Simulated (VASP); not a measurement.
A run of VASP 6.6.1 is set up as follows.

Contents of INCAR:

```
SYSTEM = Si
PREC = Accurate
ENCUT = 520
EDIFF = 1E-7
ISMEAR = 0
SIGMA = 0.15
LREAL = .FALSE.
LASPH = .TRUE.
NELM = 80
ALGO = Normal
ISIF = 2
LWAVE = .FALSE.
LCHARG = .FALSE.
GGA = PE
IVDW = 12
NBANDS = 11
```

KPOINTS

```
Automatic mesh
0
G
  21 21 10
  0 0 0
```

Contents of POSCAR:

```
Si
1.0
    2.6655775094      0.0000000000      0.0000000000
   -1.3327887547      2.3084578389      0.0000000000
    0.0000000000      0.0000000000      4.5062692700
Si
2
Direct
    0.3983117780      0.7966235560      0.2500000000
    0.6666666667      0.3333333333      0.7500000000
```

Potentials or basis: VASP PAW PBE potentials, release 64 (Si).

The run is started by

```bash
$ cat potpaw_PBE.64/Si/POTCAR > POTCAR
$ mpirun -np 1 vasp_std > vasp.out
```

Q: Predict the dispersion energy per atom.

A: -0.448 eV.

Q: Predict the band gap on the k mesh.

A: Zero (bands 4 and 5 overlap by 12.42 eV).

Q: Estimate the largest force.

A: 0.192 eV/Å.

Q: Predict the pressure.

A: -1.4 GPa.

Stress tensor (GPa, compression positive):
```
-1.92  0.00  0.00
 0.00 -2.16  0.00
 0.00  0.00 -0.04
```

Caveat: the cell differs from its parent crystal (atom 1 (Si) moved by (+0.000, +0.300) A along x and y).
